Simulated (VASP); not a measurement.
# Br (Cmce) in VASP: single point with r2SCAN50

Aim: the single point of Br with r2SCAN50.

Program: VASP 6.6.1. These are calculated values, not measurements. Logs are shortened: lines on timing, memory, paths and dates and some standing lists are left out, and cuts for length are marked.

## Step 1: The cell of the first run

The structure is orthorhombic, space group Cmce (No. 64). The conventional cell has a = 7.112 Å, b = 4.255 Å, c = 8.770 Å, α = 90.00°, β = 90.00°, γ = 90.00°. Br (site symmetry m) has 3 Br at 2.35 to 3.17 Å within 3.2 Å.

## Step 2: Single point, r2SCAN50

Contents of POSCAR:

```
Br
1.0
    3.5561452733     -2.1274589400      0.0000000000
    3.5561452733      2.1274589400      0.0000000000
    0.0000000000      0.0000000000      8.7699812632
Br
4
Direct
    0.8608174906      0.1391825094      0.1157818217
    0.6391825094      0.3608174906      0.6157818217
    0.1391825094      0.8608174906      0.8842181783
    0.3608174906      0.6391825094      0.3842181783
```

Contents of INCAR.step1:

```
ALGO     = Normal         # electronic algorithm
EDIFF    = 1E-5           # SCF threshold, eV
ENCUT    = 520            # plane-wave cutoff, eV
GGA      = PE             # functional
ISIF     = 2              # what is computed and relaxed
ISMEAR   = -1             # smearing method
KPAR     = 2            
LASPH    = T              # aspherical terms in the spheres
LCHARG   = F              # write CHGCAR
LREAL    = F              # projectors in reciprocal space
LWAVE    = T              # write WAVECAR
NBANDS   = 22             # bands
NELM     = 60             # most SCF steps
PREC     = Accurate       # precision mode
SIGMA    = 0.1            # smearing width, eV
```

Contents of INCAR.step2:

```
AEXX     = 0.5            # exact-exchange fraction
ALGO     = Normal         # electronic algorithm
EDIFF    = 1E-6           # SCF threshold, eV
ENCUT    = 520            # plane-wave cutoff, eV
ISIF     = 2              # what is computed and relaxed
ISMEAR   = -1             # smearing method
ISTART   = 1            
KPAR     = 2            
LASPH    = T              # aspherical terms in the spheres
LCHARG   = F              # write CHGCAR
LHFCALC  = T              # exact exchange
LMIXTAU  = T            
LREAL    = F              # projectors in reciprocal space
LWAVE    = F              # write WAVECAR
METAGGA  = R2SCAN         # meta-GGA
NBANDS   = 22             # bands
NELM     = 60             # most SCF steps
PREC     = Accurate       # precision mode
PRECFOCK = Normal       
SIGMA    = 0.1            # smearing width, eV
```

Contents of KPOINTS:

```
k-points
0
Gamma
  5 5 2
```

Potentials or basis: VASP PAW PBE potentials, release 64 (Br).

Started as:

```bash
$ cat potpaw_PBE.64/Br/POTCAR > POTCAR
$ cp INCAR.step1 INCAR
$ mpirun -np 2 vasp_std > vasp.out
$ cp INCAR.step2 INCAR
$ mpirun -np 2 vasp_std > vasp.out
```

OUTCAR:

```text
AEXX = 0.5
   EDIFF = 1E-6
   ENCUT = 520
   ISIF = 2
   ISMEAR = -1
   ISTART = 1
   LASPH = T
   LHFCALC = T
   LREAL = F
   METAGGA = R2SCAN
   NELM = 60
   PREC = Accurate
   PRECFOCK = Normal

 ion  position               nearest neighbor table
   1  0.861  0.139  0.116-   3 2.35
   2  0.639  0.361  0.616-   4 2.35
   3  0.139  0.861  0.884-   1 2.35
   4  0.361  0.639  0.384-   2 2.35

  LATTYP: Found a base centered orthorhombic cell.
 ALAT       =     4.2549178800
 B/A-ratio  =     1.6715459022
 C/A-ratio  =     2.0611399586

  Lattice vectors:

 A1 = (  -3.5561452733,  -2.1274589400,   0.0000000000)
 A2 = (   3.5561452733,  -2.1274589400,   0.0000000000)
 A3 = (   0.0000000000,   0.0000000000,   8.7699812632)

Analysis of symmetry for initial positions (statically):
=====================================================================
 Subroutine PRICEL returns:
 Original cell was already a primitive cell.

 Routine SETGRP: Setting up the symmetry group for a
 base centered orthorhombic supercell.

 Subroutine GETGRP returns: Found  8 space group operations
 (whereof  4 operations were pure point group operations)
 out of a pool of  8 trial point group operations.

The static configuration has the point symmetry C_2h.
 The point group associated with its full space group is D_2h.

Analysis of symmetry for dynamics (positions and initial velocities):
=====================================================================
 Subroutine PRICEL returns:
 Original cell was already a primitive cell.

 Routine SETGRP: Setting up the symmetry group for a
 base centered orthorhombic supercell.

 Subroutine GETGRP returns: Found  8 space group operations
 (whereof  4 operations were pure point group operations)
 out of a pool of  8 trial point group operations.

The dynamic configuration has the point symmetry C_2h.
 The point group associated with its full space group is D_2h.

 Subroutine INISYM returns: Found  8 space group operations
 (whereof  4 operations are pure point group operations),
 and found     1 'primitive' translations

----------------------------------------------------------------------------------------

                                     Primitive cell

  volume of cell :     132.6995
[... 89 lines left out ...]
   NSW    =      0    number of steps for IOM
   IBRION =     -1    ionic relax: 0-MD 1-quasi-New 2-CG
   NFREE  =      0    steps in history (QN), initial steepest desc. (CG)
   ISIF   =      2    stress and relaxation
   ISYM   =      3    0-nonsym 1-usesym 2-fastsym
   POTIM  = 0.5000    time-step for ionic-motion
   TEBEG  =    0.0;   TEEND  =   0.0 temperature during run
   PSTRESS=    0.0 pullay stress
   NELECT =      28.0000    total number of electrons
   NUPDOWN=      -1.0000    fix difference up-down
   EMIN   =  10.00;   EMAX   =-10.00  energy-range for DOS
   EFERMI =   0.00;   METHOD = LEGACY
   ISMEAR =    -1;   SIGMA  =   0.10  broadening in eV -4-tet -1-fermi 0-gaus
   EFERMI_NEDOS =   21; number of points for ismear=-14 and -15
   IALGO  =     38    algorithm
   IMIX   =      1    mixing-type and parameters
     AMIX     =   0.40;   BMIX     =  1.00
     AMIX_MAG =   1.60;   BMIX_MAG =  1.00
  volume/ion in A,a.u.               =      33.17       223.88
  Fermi-wavevector in a.u.,A,eV,Ry     =   0.974625  1.841775 12.924102  0.949895
  Thomas-Fermi vector in A             =   2.105100
   LORBIT       =      0    0 simple, 1 ext, 2 COOP (PROOUT), +10 PAW based schemes
   METAGGA = R2SCAN    functional components
   LHFCALC =     T    Hartree Fock is set to
   PRECFOCK=normal    Normal, Fast or Accurate (Low or Medium for compatibility)
   ENCUT4O =  -1.0   cutoff for four orbital integrals eV
   NKREDX  =     1    reduce k-point grid by
   NKREDY  =     1    reduce k-point grid by
   NKREDZ  =     1    reduce k-point grid by
   AEXX    =    0.5000 exact exchange contribution
   HFSCREEN=    0.0000 screening length (either q_TF or 0.3 A-1)
   HFSCREENC=   0.0000 screening length for correlation (either q_TF or 0.3 A-1)
   ENCUTFOCK=  -1.0 apply spherical cutoff to Coloumb kernel
   IVDW    =     0    specifies the selected vdW correction
   LEPSILON=     F    determine dielectric tensor
   LRPA    =     F    only Hartree local field effects (RPA)
 non-spin polarized calculation
  energy-cutoff  :      520.00
  volume of cell :      132.70
 maximum number of plane-waves:      3592
  NGX = 24; NGY = 24; NGZ = 50

 number of electron      28.0000000 magnetization

 Free energy of the ion-electron system (eV)
  ---------------------------------------------------
  ext. energy  EPLUGINS =         0.00000000
  ---------------------------------------------------
  free energy    TOTEN  =       -38.57555948 eV

  energy without entropy =      -38.57555948  energy(sigma->0) =      -38.57555948

 E-fermi :  -0.4252     XC(G=0):  -4.8081

 val. band max:       -2.8026907412   @ k =   0.0000   0.0000   0.0000
 cond. band min:       2.6510436039   @ k =   0.0000   0.0000   0.0000
 fundamental gap:      5.4537343451
 Fermi energy:        -0.4252316434

 k-point     1 :       0.0000    0.0000    0.0000
  band No.  band energies     occupation
      1     -21.3258      2.00000
      2     -20.7090      2.00000
      3     -18.4682      2.00000
      4     -17.2403      2.00000
      5      -7.9919      2.00000
      6      -6.2756      2.00000
[... 439 lines left out ...]
     21      11.0165      0.00000
     22      11.0165      0.00000

------------------------ aborting loop because EDIFF is reached ----------------------------------------

  FORCE on cell =-STRESS in cart. coord.  units (eV):
  Direction    XX          YY          ZZ          XY          YZ          ZX
  --------------------------------------------------------------------------------------
  -------------------------------------------------------------------------------------
  Total       -0.1185933     -0.7603531     -3.2852955      0.0000000      0.0000000      0.0000000
  in kB       -1.4318631     -9.1802938    -39.6657505      0.0000000      0.0000000      0.0000000
  external PRESSURE =     -16.7593025 kB  Pullay stress =       0.0000000 kB

 VOLUME and BASIS-vectors are now :
 -----------------------------------------------------------------------------
  energy-cutoff  :      520.00
  volume of cell :      132.70
      direct lattice vectors                 reciprocal lattice vectors
     3.556145273 -2.127458940  0.000000000     0.140601680 -0.235022162  0.000000000
     3.556145273  2.127458940  0.000000000     0.140601680  0.235022162  0.000000000
     0.000000000  0.000000000  8.769981263     0.000000000  0.000000000  0.114025329

 POSITION                                       TOTAL-FORCE (eV/Angst)
 -----------------------------------------------------------------------------------
      3.55615     -1.53525      1.01540         0.000000     -0.579724     -1.093596
      3.55615     -0.59221      5.40040         0.000000      0.579724     -1.093596
      3.55615      1.53525      7.75458         0.000000      0.579724      1.093596
      3.55615      0.59221      3.36959         0.000000     -0.579724      1.093596
 -----------------------------------------------------------------------------------
    total drift:                               -0.000000      0.000000      0.000000

  FREE ENERGIE OF THE ION-ELECTRON SYSTEM (eV)
  ---------------------------------------------------
  free  energy   TOTEN  =       -38.5755594781 eV

  energy  without entropy=      -38.5755594780  energy(sigma->0) =      -38.57555948
```

It took 37 min on 2 MPI ranks of Intel Xeon Platinum 8259CL at 2.50GHz (Skylake/Cascade Lake), shared host; peak memory 0.32 GiB.

What came out:

- Free energy: -38.5756 eV
- Pressure: -1.7 GPa
- Largest force: 1.238 eV/Å
- Band gap on the k mesh: 5.45 eV

Forces in eV/Å, atoms in the order of the input:
```
Br   0.000 -0.580 -1.094
Br   0.000  0.580 -1.094
Br   0.000  0.580  1.094
Br   0.000 -0.580  1.094
```

Levels at points of the mesh, in eV from the valence-band top:
| k point | band 10 | band 11 | band 12 | band 13 | band 14 | band 15 | band 16 | band 17 | band 18 | band 19 |
| --- | --- | --- | --- | --- | --- | --- | --- | --- | --- | --- |
| (0.00, 0.00, 0.00) | -1.89 | -1.20 | -0.41 | -0.36 | 0.00 | 5.45 | 6.75 | 9.78 | 10.58 | 11.22 |
| (0.00, 0.00, 0.50) | -1.92 | -0.99 | -0.99 | -0.18 | -0.18 | 5.92 | 5.92 | 10.53 | 10.53 | 12.10 |

Caveat: the PAW data sets were made with another functional, which shifts forces and pressure a little.
